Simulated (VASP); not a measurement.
# TaAs (I4_1md) in VASP: single point with PBE

Aim: the single point of TaAs with PBE.

Program: VASP 6.6.1. These are calculated values, not measurements. Logs are shortened: lines on timing, memory, paths and dates and some standing lists are left out, and cuts for length are marked.

### 1 The cell of the first run

Symmetry: I4_1md, No. 109, tetragonal system. The conventional cell has a = 3.463 Å, b = 3.463 Å, c = 11.736 Å, α = 90.00°, β = 90.00°, γ = 90.00°. Ta (site symmetry 2mm) has 6 As at 2.62 to 2.63 Å and 8 Ta at 3.41 to 3.46 Å within 3.5 Å. Within 3.5 Å of As (site symmetry 2mm) lie 6 Ta at 2.62 to 2.63 Å and 8 As at 3.41 to 3.46 Å.

### 2 Single point, PBE

POSCAR reads:

```
TaAs
1.0
   -1.7313527948      1.7313527948      5.8680907028
    1.7313527948     -1.7313527948      5.8680907028
    1.7313527948      1.7313527948     -5.8680907028
Ta As
2 2
Direct
    0.5001693557      1.0001693557      0.5000000000
    0.7501693557      0.7501693557      0.0000000000
    0.0824300643      0.5824300643      0.5000000000
    0.3324300643      0.3324300643      0.0000000000
```

INCAR.step1 reads:

```
SYSTEM = TaAs
  ALGO = Normal
  EDIFF = 1E-6
  ENCUT = 400
  GGA = PE
  GGA_COMPAT = .FALSE.
  ISIF = 2
  ISMEAR = 0
  LASPH = .TRUE.
  LCHARG = .TRUE.
  LMAXMIX = 4
  LORBIT = 11
  LREAL = .FALSE.
  LWAVE = .FALSE.
  NBANDS = 24
  NEDOS = 2001
  NELM = 120
  PREC = Accurate
  SIGMA = 0.05
```

KPOINTS.step1 reads:

```
k-points
0
G
  16 16 16
  0 0 0
```

INCAR.step2 reads:

```
SYSTEM = TaAs
  ALGO = Normal
  EDIFF = 1E-6
  ENCUT = 400
  GGA = PE
  GGA_COMPAT = .FALSE.
  ICHARG = 11
  ISIF = 2
  ISMEAR = -5
  LASPH = .TRUE.
  LCHARG = .FALSE.
  LMAXMIX = 4
  LORBIT = 11
  LREAL = .FALSE.
  LWAVE = .FALSE.
  NBANDS = 24
  NEDOS = 2001
  NELM = 120
  PREC = Accurate
  SIGMA = 0.05
```

KPOINTS.step2 reads:

```
k-points
0
G
  24 24 24
  0 0 0
```

Potentials or basis: VASP PAW PBE potentials, release 64 (Ta_pv, As).

Started as:

```console
$ cat potpaw_PBE.64/Ta_pv/POTCAR potpaw_PBE.64/As/POTCAR > POTCAR
$ cp INCAR.step1 INCAR
$ cp KPOINTS.step1 KPOINTS
$ mpirun -np 1 vasp_std > vasp.out
$ cp INCAR.step2 INCAR
$ cp KPOINTS.step2 KPOINTS
$ mpirun -np 1 vasp_std > vasp.out
```

OUTCAR:

```text
SYSTEM = TaAs
   EDIFF = 1E-6
   ENCUT = 400
   GGA = PE
   ICHARG = 11
   ISIF = 2
   ISMEAR = -5
   LASPH = .TRUE.
   LORBIT = 11
   LREAL = .FALSE.
   NELM = 120
   PREC = Accurate

 ion  position               nearest neighbor table
   1  0.500  0.000  0.500-   4 2.62   4 2.62   3 2.63   3 2.63   3 2.63   3 2.63   2 3.41   2 3.41
                             2 3.41   2 3.41
   2  0.750  0.750  0.000-   3 2.62   3 2.62   4 2.63   4 2.63   4 2.63   4 2.63   1 3.41   1 3.41
                             1 3.41   1 3.41
   3  0.082  0.582  0.500-   2 2.62   2 2.62   1 2.63   1 2.63   1 2.63   1 2.63
   4  0.332  0.332  0.000-   1 2.62   1 2.62   2 2.63   2 2.63   2 2.63   2 2.63

  LATTYP: Found a body centered tetragonal cell.
 ALAT       =     3.4627055896
 C/A-ratio  =     3.3893096314

  Lattice vectors:

 A1 = (  -1.7313527948,   1.7313527948,   5.8680907028)
 A2 = (   1.7313527948,  -1.7313527948,   5.8680907028)
 A3 = (   1.7313527948,   1.7313527948,  -5.8680907028)

Analysis of symmetry for initial positions (statically):
=====================================================================
 Subroutine PRICEL returns:
 Original cell was already a primitive cell.

 Routine SETGRP: Setting up the symmetry group for a
 body centered tetragonal supercell.

 Subroutine GETGRP returns: Found  8 space group operations
 (whereof  4 operations were pure point group operations)
 out of a pool of 16 trial point group operations.

The static configuration has the point symmetry C_2v.
 The point group associated with its full space group is C_4v.

Analysis of symmetry for dynamics (positions and initial velocities):
=====================================================================
 Subroutine PRICEL returns:
 Original cell was already a primitive cell.

 Routine SETGRP: Setting up the symmetry group for a
 body centered tetragonal supercell.

 Subroutine GETGRP returns: Found  8 space group operations
 (whereof  4 operations were pure point group operations)
 out of a pool of 16 trial point group operations.

The dynamic configuration has the point symmetry C_2v.
 The point group associated with its full space group is C_4v.

 Subroutine INISYM returns: Found  8 space group operations
 (whereof  4 operations are pure point group operations),
 and found     1 'primitive' translations

----------------------------------------------------------------------------------------

                                     Primitive cell

  volume of cell :      70.3603
[... 105 lines left out ...]
   PSTRESS=    0.0 pullay stress
   NELECT =      32.0000    total number of electrons
   NUPDOWN=      -1.0000    fix difference up-down
   EMIN   =  10.00;   EMAX   =-10.00  energy-range for DOS
   EFERMI =   0.00;   METHOD = LEGACY
   ISMEAR =    -5;   SIGMA  =   0.05  broadening in eV -4-tet -1-fermi 0-gaus
   EFERMI_NEDOS =   21; number of points for ismear=-14 and -15
   IALGO  =     38    algorithm
   IMIX   =      4    mixing-type and parameters
     AMIX     =   0.40;   BMIX     =  1.00
     AMIX_MAG =   1.60;   BMIX_MAG =  1.00
  volume/ion in A,a.u.               =      17.59       118.70
  Fermi-wavevector in a.u.,A,eV,Ry     =   1.258970  2.379109 21.565321  1.585006
  Thomas-Fermi vector in A             =   2.392553
   LORBIT       =     11    0 simple, 1 ext, 2 COOP (PROOUT), +10 PAW based schemes
   GGA     = PE    functional components
   LHFCALC =     F    Hartree Fock is set to
   AEXX    =    0.0000 exact exchange contribution
   IVDW    =     0    specifies the selected vdW correction
   LEPSILON=     F    determine dielectric tensor
   LRPA    =     F    only Hartree local field effects (RPA)
 non-spin polarized calculation
 Fermi weights with tetrahedron method with Bloechl corrections
  energy-cutoff  :      400.00
  volume of cell :       70.36
 maximum number of plane-waves:      1295
 NGX is ok and might be reduce to    42

 number of electron      31.9999995 magnetization

 Free energy of the ion-electron system (eV)
  ---------------------------------------------------
  ext. energy  EPLUGINS =         0.00000000
  ---------------------------------------------------
  free energy    TOTEN  =       -35.11689214 eV

  energy without entropy =      -35.11689214  energy(sigma->0) =      -35.11689214

 E-fermi :   6.8840     XC(G=0): -11.8559

 val. band max:        6.9165785122   @ k =  -0.2500   0.5000   0.2500
 cond. band min:       6.8674002738   @ k =  -0.2500   0.2500   0.2500
 fundamental gap:     -0.0491782385
 Fermi energy:         6.8839606037

 k-point     1 :       0.0000    0.0000    0.0000
  band No.  band energies     occupation
      1     -28.1312      2.00000
      2     -28.1006      2.00000
      3     -28.1006      2.00000
      4     -27.9554      2.00000
      5     -27.9554      2.00000
      6     -27.9018      2.00000
[... 637 lines left out ...]
     23      11.7545      0.00000
     24      12.9415      0.00000

 [... further k-points ...]

------------------------ aborting loop because EDIFF is reached ----------------------------------------

  FORCE on cell =-STRESS in cart. coord.  units (eV):
  Direction    XX          YY          ZZ          XY          YZ          ZX
  --------------------------------------------------------------------------------------
  -------------------------------------------------------------------------------------
  Total        0.1924230      0.1924230      0.1381600      0.0000000      0.0000000      0.0000000
  in kB        4.3816686      4.3816686      3.1460442      0.0000000      0.0000000      0.0000000
  external PRESSURE =       3.9697938 kB  Pullay stress =       0.0000000 kB

 VOLUME and BASIS-vectors are now :
 -----------------------------------------------------------------------------
  energy-cutoff  :      400.00
  volume of cell :       70.36
      direct lattice vectors                 reciprocal lattice vectors
    -1.731352795  1.731352795  5.868090703     0.000000000  0.288791517  0.085206590
     1.731352795 -1.731352795  5.868090703     0.288791517  0.000000000  0.085206590
     1.731352795  1.731352795 -5.868090703     0.288791517  0.288791517  0.000000000

 POSITION                                       TOTAL-FORCE (eV/Angst)
 -----------------------------------------------------------------------------------
      0.00000      1.73135      0.00199         0.000000     -0.000000      0.004724
      0.00000      0.00000      8.80412        -0.000000      0.000000      0.004724
      1.73135      0.00000      0.96741        -0.000000     -0.000000     -0.004724
      0.00000      0.00000      3.90146         0.000000      0.000000     -0.004724
 -----------------------------------------------------------------------------------
    total drift:                                0.000000      0.000000     -0.000047

  FREE ENERGIE OF THE ION-ELECTRON SYSTEM (eV)
  ---------------------------------------------------
  free  energy   TOTEN  =       -35.1168921434 eV

  energy  without entropy=      -35.1168921434  energy(sigma->0) =      -35.11689214

 total charge

# of ion       s       p       d       tot
------------------------------------------
    1        0.275   6.156   2.379   8.810
    2        0.275   6.156   2.379   8.810
    3        1.188   1.666   0.081   2.934
    4        1.188   1.666   0.081   2.934
--------------------------------------------------
tot          2.927  15.643   4.920  23.490
```

OUTCAR.step1:

```text
SYSTEM = TaAs
   EDIFF = 1E-6
   ENCUT = 400
   GGA = PE
   ISIF = 2
   ISMEAR = 0
   LASPH = .TRUE.
   LORBIT = 11
   LREAL = .FALSE.
   NELM = 120
   PREC = Accurate

 ion  position               nearest neighbor table
[... 882 lines left out ...]

  FREE ENERGIE OF THE ION-ELECTRON SYSTEM (eV)
  ---------------------------------------------------
  free  energy   TOTEN  =       -35.1158779004 eV

  energy  without entropy=      -35.1153820433  energy(sigma->0) =      -35.11562997

 total charge

# of ion       s       p       d       tot
------------------------------------------
    1        0.275   6.156   2.379   8.810
    2        0.275   6.156   2.379   8.810
    3        1.188   1.666   0.081   2.935
    4        1.188   1.666   0.081   2.935
--------------------------------------------------
tot          2.927  15.643   4.919  23.490
```

Wall time 23 min (1 thread of AMD EPYC 9R45 (Zen 5), shared host); peak memory 1.1 GiB.

Results:

```
Valence electrons inside the program's atomic spheres : Ta 8.81; As 2.93
```

Caveat: spin-orbit coupling is left out, which moves the levels of the heavy elements.
